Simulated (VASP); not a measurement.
# PbO (P4/nmm) in VASP: further runs

The runs below take PbO through single point, relaxation of cell and atoms, with PBE.

All numbers are computed with VASP 6.6.1; they aren't measurements. Logs are shortened: lines on timing, memory, paths and dates and some standing lists are left out, and cuts for length are marked.

## 1. The cell of the first run

It takes space group P4/nmm (No. 129, tetragonal). The conventional cell has a = 3.953 Å, b = 3.953 Å, c = 5.177 Å, α = 90.00°, β = 90.00°, γ = 90.00°. Within 3.0 Å of Pb (site symmetry 4mm) lie 4 O at 2.30 Å. Within 3.0 Å of O (site symmetry -4m2) lie 4 Pb at 2.30 Å and 4 O at 2.80 Å.

## 2. Single point, PBE

File INCAR:

```
ALGO = Normal
EDIFF = 1E-6
ENCUT = 520
GGA = PE
ISIF = 2
ISMEAR = 0
LASPH = True
LCHARG = False
LREAL = False
LWAVE = False
NBANDS = 28
NELM = 60
PREC = Accurate
SIGMA = 0.1
```

File KPOINTS:

```
k-points
0
Gamma
  4 4 4
```

File POSCAR:

```
PbO
1.0
    3.9529822318      0.0000000000      0.0000000000
    0.0000000000      3.9529822318      0.0000000000
    0.0000000000      0.0000000000      5.1771966280
Pb O
2 2
Direct
    0.0000000000      0.5000000000      0.2287756856
    0.5000000000      0.0000000000      0.7712243144
    0.5000000000      0.5000000000      0.0000000000
    0.0000000000      0.0000000000      0.0000000000
```

Potentials or basis: VASP PAW PBE potentials, release 64 (Pb_d, O).

Launch:

```bash
> cat potpaw_PBE.64/Pb_d/POTCAR potpaw_PBE.64/O/POTCAR > POTCAR
> mpirun -np 1 vasp_std > vasp.out
```

OUTCAR:

```text
EDIFF = 1E-6
   ENCUT = 520
   GGA = PE
   ISIF = 2
   ISMEAR = 0
   LASPH = True
   LREAL = False
   NELM = 60
   PREC = Accurate

 ion  position               nearest neighbor table
   1  0.000  0.500  0.229-   3 2.30   4 2.30   4 2.30   3 2.30   2 3.66   2 3.66   2 3.66   2 3.66
                             2 3.96   2 3.96   2 3.96   2 3.96
   2  0.500  0.000  0.771-   3 2.30   4 2.30   3 2.30   4 2.30   1 3.66   1 3.66   1 3.66   1 3.66
                             1 3.96   1 3.96   1 3.96   1 3.96
   3  0.500  0.500  0.000-   1 2.30   2 2.30   2 2.30   1 2.30
   4  0.000  0.000  0.000-   1 2.30   2 2.30   1 2.30   2 2.30

  LATTYP: Found a simple tetragonal cell.
 ALAT       =     3.9529822318
 C/A-ratio  =     1.3096938778

  Lattice vectors:

 A1 = (   3.9529822318,   0.0000000000,   0.0000000000)
 A2 = (   0.0000000000,   3.9529822318,   0.0000000000)
 A3 = (   0.0000000000,   0.0000000000,   5.1771966280)

Analysis of symmetry for initial positions (statically):
=====================================================================
 Subroutine PRICEL returns:
 Original cell was already a primitive cell.

 Routine SETGRP: Setting up the symmetry group for a
 simple tetragonal supercell.

 Subroutine GETGRP returns: Found 16 space group operations
 (whereof  8 operations were pure point group operations)
 out of a pool of 16 trial point group operations.

The static configuration has the point symmetry D_2d.
 The point group associated with its full space group is D_4h.

Analysis of symmetry for dynamics (positions and initial velocities):
=====================================================================
 Subroutine PRICEL returns:
 Original cell was already a primitive cell.

 Routine SETGRP: Setting up the symmetry group for a
 simple tetragonal supercell.

 Subroutine GETGRP returns: Found 16 space group operations
 (whereof  8 operations were pure point group operations)
 out of a pool of 16 trial point group operations.

The dynamic configuration has the point symmetry D_2d.
 The point group associated with its full space group is D_4h.

 Subroutine INISYM returns: Found 16 space group operations
 (whereof  8 operations are pure point group operations),
 and found     1 'primitive' translations

----------------------------------------------------------------------------------------

                                     Primitive cell

  volume of cell :      80.8992

  direct lattice vectors                    reciprocal lattice vectors
     3.952982232  0.000000000  0.000000000     0.252973563  0.000000000  0.000000000
     0.000000000  3.952982232  0.000000000     0.000000000  0.252973563  0.000000000
     0.000000000  0.000000000  5.177196628     0.000000000  0.000000000  0.193154727

  length of vectors
     3.952982232  3.952982232  5.177196628     0.252973563  0.252973563  0.193154727

  position of ions in fractional coordinates (direct lattice)
     0.000000000  0.500000000  0.228775686
     0.500000000  0.000000000  0.771224314
     0.500000000  0.500000000  0.000000000
     0.000000000  0.000000000  0.000000000

  ion indices of the primitive-cell ions
   primitive index   ion index
                 1           1
                 2           2
                 3           3
                 4           4

----------------------------------------------------------------------------------------

 KPOINTS: k-points

Automatic generation of k-mesh.
 Grid dimensions read from file:
 generate k-points for:    4    4    4

 Generating k-lattice:

  Cartesian coordinates                     Fractional coordinates (reciprocal lattice)
     0.063243391  0.000000000  0.000000000     0.250000000  0.000000000  0.000000000
     0.000000000  0.063243391  0.000000000     0.000000000  0.250000000  0.000000000
     0.000000000  0.000000000  0.048288682     0.000000000  0.000000000  0.250000000

  Length of vectors
     0.063243391  0.063243391  0.048288682

  Shift w.r.t. Gamma in fractional coordinates (k-lattice)
     0.000000000  0.000000000  0.000000000

 Subroutine IBZKPT returns following result:
 ===========================================

 Found     18 irreducible k-points:

 Following reciprocal coordinates:
            Coordinates               Weight
  0.000000  0.000000  0.000000      1.000000
  0.250000  0.000000  0.000000      4.000000
  0.500000  0.000000  0.000000      2.000000
  0.250000  0.250000  0.000000      4.000000
  0.500000  0.250000  0.000000      4.000000
  0.500000  0.500000  0.000000      1.000000
[... 10 lines left out ...]
  0.500000  0.250000  0.500000      4.000000
  0.500000  0.500000  0.500000      1.000000
   k-points           NKPTS =     18   k-points in BZ     NKDIM =     18   number of bands    NBANDS=     28
   number of dos      NEDOS =    301   number of ions     NIONS =      4
   total plane-waves  NPLWV =  36000
   dimension x,y,z NGX =    30 NGY =   30 NGZ =   40
   dimension x,y,z NGXF=    60 NGYF=   60 NGZF=   80
   ions per type =               2   2
   NGX,Y,Z   is equivalent  to a cutoff of  12.62, 12.62, 12.84 a.u.
   NGXF,Y,Z  is equivalent  to a cutoff of  25.23, 25.23, 25.69 a.u.
 SYSTEM =  unknown system
   PREC   = accura    normal or accurate (medium, high low for compatibility)
   ISTART =      0    job   : 0-new  1-cont  2-samecut
   ICHARG =      2    charge: 1-file 2-atom 10-const
   ISPIN  =      1    spin polarized calculation?
   LNONCOLLINEAR =      F non collinear calculations
   LSORBIT =      F    spin-orbit coupling
   LASPH  =      T    aspherical Exc in radial PAW
   ENCUT  =  520.0 eV  38.22 Ry    6.18 a.u.   7.35  7.35  9.63*2*pi/ulx,y,z
   NELM   =     60;   NELMIN=  2; NELMDL= -5     # of ELM steps
   EDIFF  = 0.1E-05   stopping-criterion for ELM
   LREAL  =      F    real-space projection
   EDIFFG = 0.1E-04   stopping-criterion for IOM
   NSW    =      0    number of steps for IOM
   IBRION =     -1    ionic relax: 0-MD 1-quasi-New 2-CG
   NFREE  =      0    steps in history (QN), initial steepest desc. (CG)
   ISIF   =      2    stress and relaxation
   ISYM   =      2    0-nonsym 1-usesym 2-fastsym
   POTIM  = 0.5000    time-step for ionic-motion
   TEBEG  =    0.0;   TEEND  =   0.0 temperature during run
   PSTRESS=    0.0 pullay stress
   NELECT =      40.0000    total number of electrons
   NUPDOWN=      -1.0000    fix difference up-down
   EMIN   =  10.00;   EMAX   =-10.00  energy-range for DOS
   EFERMI =   0.00;   METHOD = LEGACY
   ISMEAR =     0;   SIGMA  =   0.10  broadening in eV -4-tet -1-fermi 0-gaus
   EFERMI_NEDOS =   21; number of points for ismear=-14 and -15
   IALGO  =     38    algorithm
   IMIX   =      4    mixing-type and parameters
     AMIX     =   0.40;   BMIX     =  1.00
     AMIX_MAG =   1.60;   BMIX_MAG =  1.00
  volume/ion in A,a.u.               =      20.22       136.48
  Fermi-wavevector in a.u.,A,eV,Ry     =   1.294534  2.446314 22.800882  1.675818
  Thomas-Fermi vector in A             =   2.426111
   LORBIT       =      0    0 simple, 1 ext, 2 COOP (PROOUT), +10 PAW based schemes
   GGA     = PE    functional components
   LHFCALC =     F    Hartree Fock is set to
   AEXX    =    0.0000 exact exchange contribution
   IVDW    =     0    specifies the selected vdW correction
   LEPSILON=     F    determine dielectric tensor
   LRPA    =     F    only Hartree local field effects (RPA)
 non-spin polarized calculation
 Gauss-broadening in eV      SIGMA  =   0.10
  energy-cutoff  :      520.00
  volume of cell :       80.90
 maximum number of plane-waves:      2220
 NGX is ok and might be reduce to    30
   NGX = 15   NGY = 15   NGZ = 19

 number of electron      39.9999998 magnetization

 Free energy of the ion-electron system (eV)
  ---------------------------------------------------
  ext. energy  EPLUGINS =         0.00000000
  ---------------------------------------------------
  free energy    TOTEN  =       -21.40654820 eV

  energy without entropy =      -21.40654820  energy(sigma->0) =      -21.40654820

 E-fermi :   5.5203     XC(G=0):  -9.7051

 val. band max:        5.0453515714   @ k =   0.0000   0.0000   0.0000
 cond. band min:       6.3960876926   @ k =   0.5000   0.5000   0.0000
 fundamental gap:      1.3507361212
 Fermi energy:         5.5202810216

 k-point     1 :       0.0000    0.0000    0.0000
  band No.  band energies     occupation
      1     -13.5224      2.00000
      2     -12.9376      2.00000
      3     -11.0117      2.00000
      4     -11.0117      2.00000
      5     -10.9467      2.00000
      6     -10.9445      2.00000
[... 20 lines left out ...]
     27      12.6523      0.00000
     28      13.2300      0.00000

 k-point     2 :       0.2500    0.0000    0.0000
  band No.  band energies     occupation
      1     -13.3953      2.00000
      2     -12.9908      2.00000
      3     -10.9872      2.00000
      4     -10.9763      2.00000
      5     -10.9086      2.00000
      6     -10.8991      2.00000
[... 20 lines left out ...]
     27      13.2015      0.00000
     28      16.0903      0.00000

 k-point     3 :       0.5000    0.0000    0.0000
  band No.  band energies     occupation
      1     -13.1603      2.00000
      2     -13.1603      2.00000
      3     -10.9330      2.00000
      4     -10.9330      2.00000
      5     -10.9133      2.00000
      6     -10.9133      2.00000
[... 20 lines left out ...]
     27      14.4388      0.00000
     28      14.4388      0.00000

 k-point     4 :       0.2500    0.2500    0.0000
  band No.  band energies     occupation
      1     -13.3031      2.00000
      2     -13.0251      2.00000
      3     -10.9678      2.00000
      4     -10.9283      2.00000
      5     -10.8848      2.00000
      6     -10.8769      2.00000
[... 392 lines left out ...]
     27      15.3050      0.00000
     28      16.0546      0.00000

 k-point    17 :       0.5000    0.2500    0.5000
  band No.  band energies     occupation
      1     -13.1428      2.00000
      2     -13.1428      2.00000
      3     -10.9303      2.00000
      4     -10.9303      2.00000
      5     -10.8731      2.00000
      6     -10.8731      2.00000
[... 20 lines left out ...]
     27      15.5538      0.00000
     28      15.5538      0.00000

 k-point    18 :       0.5000    0.5000    0.5000
  band No.  band energies     occupation
      1     -13.1237      2.00000
      2     -13.1237      2.00000
      3     -10.8859      2.00000
      4     -10.8859      2.00000
      5     -10.8286      2.00000
      6     -10.8286      2.00000
[... 20 lines left out ...]
     27      15.6037      0.00000
     28      15.6037      0.00000

------------------------ aborting loop because EDIFF is reached ----------------------------------------

  FORCE on cell =-STRESS in cart. coord.  units (eV):
  Direction    XX          YY          ZZ          XY          YZ          ZX
  --------------------------------------------------------------------------------------
  -------------------------------------------------------------------------------------
  Total        2.9660370      2.9660370      2.1789295      0.0000000     -0.0000000      0.0000000
  in kB       58.7411922     58.7411922     43.1528390      0.0000000     -0.0000000      0.0000000
  external PRESSURE =      53.5450745 kB  Pullay stress =       0.0000000 kB

 VOLUME and BASIS-vectors are now :
 -----------------------------------------------------------------------------
  energy-cutoff  :      520.00
  volume of cell :       80.90
      direct lattice vectors                 reciprocal lattice vectors
     3.952982232  0.000000000  0.000000000     0.252973563  0.000000000  0.000000000
     0.000000000  3.952982232  0.000000000     0.000000000  0.252973563  0.000000000
     0.000000000  0.000000000  5.177196628     0.000000000  0.000000000  0.193154727

 POSITION                                       TOTAL-FORCE (eV/Angst)
 -----------------------------------------------------------------------------------
      0.00000      1.97649      1.18442         0.000000     -0.000000      0.639747
      1.97649      0.00000      3.99278         0.000000     -0.000000     -0.639747
      1.97649      1.97649      0.00000         0.000000     -0.000000      0.000000
      0.00000      0.00000      0.00000         0.000000      0.000000      0.000000
 -----------------------------------------------------------------------------------
    total drift:                                0.000000      0.000000      0.000000

  FREE ENERGIE OF THE ION-ELECTRON SYSTEM (eV)
  ---------------------------------------------------
  free  energy   TOTEN  =       -21.4065482029 eV

  energy  without entropy=      -21.4065482029  energy(sigma->0) =      -21.40654820
```

Run time: 21 s. Hardware: 1 thread of Intel Xeon 6975P-C (Granite Rapids), shared host; peak memory 0.19 GiB.

What came out:

| Quantity | Value |
| --- | --- |
| Free energy | -21.4065 eV |
| Pressure | 5.4 GPa |
| Largest force | 0.640 eV/Å |
| Band gap on the k mesh | 1.35 eV (least direct gap 2.24 eV) |

Forces in eV/Å, atoms in the order of the input:
```
Pb   0.000  0.000  0.640
Pb   0.000  0.000 -0.640
O    0.000  0.000  0.000
O    0.000  0.000  0.000
```

Caveat: the cell stands under pressure; spin-orbit coupling is left out, which moves the levels of the heavy elements. A k mesh can miss the band edges.

## 3. Single point, PBE

This run uses another cell than the first one, of 22.90 Å³/atom.

File INCAR:

```
ALGO = Normal
EDIFF = 1E-7
ENCUT = 520
GGA = PE
ISIF = 2
ISMEAR = 0
LASPH = True
LCHARG = False
LREAL = False
LWAVE = False
NBANDS = 28
NELM = 80
PREC = Accurate
SIGMA = 0.02
```

File KPOINTS:

```
k-points
0
Gamma
  8 8 6
```

File POSCAR:

```
PbO
1.0
    4.0579406801      0.0000000000      0.0000000000
    0.0000000000      4.0579406801      0.0000000000
    0.0000000000      0.0000000000      5.5620214168
Pb O
2 2
Direct
    0.0000000000      0.5000000000      0.2137764737
    0.5000000000      0.0000000000      0.7862235263
    0.5000000000      0.5000000000      0.0000000000
    0.0000000000      0.0000000000      0.0000000000
```

Potentials or basis: VASP PAW PBE potentials, release 64 (Pb_d, O).

Launch:

```bash
> cat potpaw_PBE.64/Pb_d/POTCAR potpaw_PBE.64/O/POTCAR > POTCAR
> mpirun -np 1 vasp_std > vasp.out
```

Wall time 70 s (1 thread of Intel Xeon 6975P-C (Granite Rapids), shared host); peak memory 0.26 GiB.

The run converged. Its results:

- Free energy: -21.5177 eV
- Pressure: 0.1 GPa
- Largest force: 0.038 eV/Å
- Band gap on the k mesh: 1.79 eV (least direct gap 1.92 eV)

Forces on the atoms (eV/Å):
```
Pb   0.000  0.000  0.038
Pb   0.000  0.000 -0.038
O    0.000  0.000  0.000
O    0.000  0.000  0.000
```

Levels at points of the mesh, in eV from the valence-band top:
| k point | band 17 | band 18 | band 19 | band 20 | band 21 | band 22 | band 23 | band 24 |
| --- | --- | --- | --- | --- | --- | --- | --- | --- |
| (0.00, 0.00, 0.00) | -1.46 | -1.45 | -1.45 | 0.00 | 1.92 | 4.52 | 5.96 | 5.96 |
| (0.50, 0.00, 0.00) | -2.71 | -2.71 | -1.30 | -1.30 | 3.16 | 3.16 | 5.74 | 5.74 |
| (0.50, 0.50, 0.00) | -1.57 | -1.57 | -0.84 | -0.84 | 1.79 | 1.79 | 5.25 | 5.25 |
| (0.00, 0.00, 0.50) | -1.48 | -1.46 | -1.46 | -0.74 | 1.81 | 4.28 | 4.51 | 4.51 |
| (0.50, 0.00, 0.50) | -2.70 | -2.70 | -0.88 | -0.88 | 2.89 | 2.89 | 6.45 | 6.45 |
| (0.50, 0.50, 0.50) | -1.85 | -1.85 | -0.84 | -0.84 | 3.73 | 3.73 | 4.02 | 4.02 |

Caveat: spin-orbit coupling is left out, which moves the levels of the heavy elements. A k mesh can miss the band edges.

[end of part 1 of 2]
